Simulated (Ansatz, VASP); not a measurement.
# Two plane-wave programs on AlNi

The input INCAR:

```
SYSTEM = AlNi
PREC     = Accurate       ! precision mode
ENCUT    = 600            ! plane-wave cutoff, eV
EDIFF    = 1E-7           ! SCF threshold, eV
ISMEAR   = -1             ! smearing method
SIGMA    = 0.05           ! smearing width, eV
LREAL    = .FALSE.        ! projectors in reciprocal space
LASPH    = .TRUE.         ! aspherical terms in the spheres
NELM     = 150            ! most SCF steps
ALGO     = Normal         ! electronic algorithm
ISIF     = 3              ! what is computed and relaxed
LWAVE    = .FALSE.        ! write WAVECAR
LCHARG   = .FALSE.        ! write CHGCAR
ISPIN    = 2              ! spin polarisation
MAGMOM   = 1 0            ! initial moments
LORBIT   = 11             ! projections on sites
LMAXMIX  = 4              ! l up to which the mixer works
GGA      = RE             ! functional
IBRION   = 2              ! ionic algorithm
NSW      = 60             ! ionic steps
EDIFFG   = -0.01          ! ionic threshold
```

The input KPOINTS:

```
regular mesh
0
G
  9 9 9
  0 0 0
```

The input POSCAR:

```
AlNi
1.0
    2.8810000000      0.0000000000      0.0000000000
    0.0000000000      2.8810000000      0.0000000000
    0.0000000000      0.0000000000      2.8810000000
Ni Al
1 1
Direct
    0.5000000000      0.5000000000      0.5000000000
    0.0000000000      0.0000000000      0.0000000000
```

The input input.yaml:

```yaml
crystal:
  lattice:
    - [2.881, 0.0, 0.0]
    - [0.0, 2.881, 0.0]
    - [0.0, 0.0, 2.881]
  atoms:
    - { symbol: Ni, position: [0.5, 0.5, 0.5], spin: 1.0 }
    - { symbol: Al, position: [0.0, 0.0, 0.0] }
hamiltonian:
  xc: revpbe
  pseudopotentials: { kind: paw }
magnetization:
  spin_polarized: true
kpoints:
  mp_grid: { grid: [9, 9, 9] }
scf:
  occupations: { method: fermi_dirac, width: 0.05 }
output:
  forces: true
  stress: true
  eigenvalues: true
relax:
  f_tol: 0.01
  max_steps: 40
  cell: { stress_tol: 0.05 }
```

Alike in both runs: task relaxation of cell and atoms; functional revPBE; k mesh 9 × 9 × 9; occupations fermi-dirac, width 0.05 eV; collinear spin.

|  | VASP | Ansatz |
| --- | --- | --- |
| version | VASP 6.6.1 | Ansatz 0.2.0 |
| potentials or method | VASP PAW PBE potentials, release 64 (Ni, Al) | Ansatz PAW |
| plane-wave cutoff (eV) | 600 | 420 |
| valence electrons in the cell | 13 | 21 |

```tsv
	VASP	Ansatz	Ansatz less VASP
gap on the k mesh at the Fermi level, each at its own relaxed structure (eV)	none	none	-
net moment per atom (μB)	0.00	0.00	0.000
relaxed volume (Å³/atom)	12.31	12.32	+0.007
relaxed cell length with the largest relative difference (Å)	2.909	2.910	+0.0005
```

VASP's potentials were made for PBE, not for revPBE. A gap of «none» marks a metal or a gap that the smearing closes. VASP's potentials hold 13 valence electrons a cell and Ansatz's 21, so a difference there can come from the potentials and not from the codes.

Noted on Ansatz's run: the plane-wave basis is chosen anew once the cell has moved, so the energies of steps on either side of that aren't comparable.
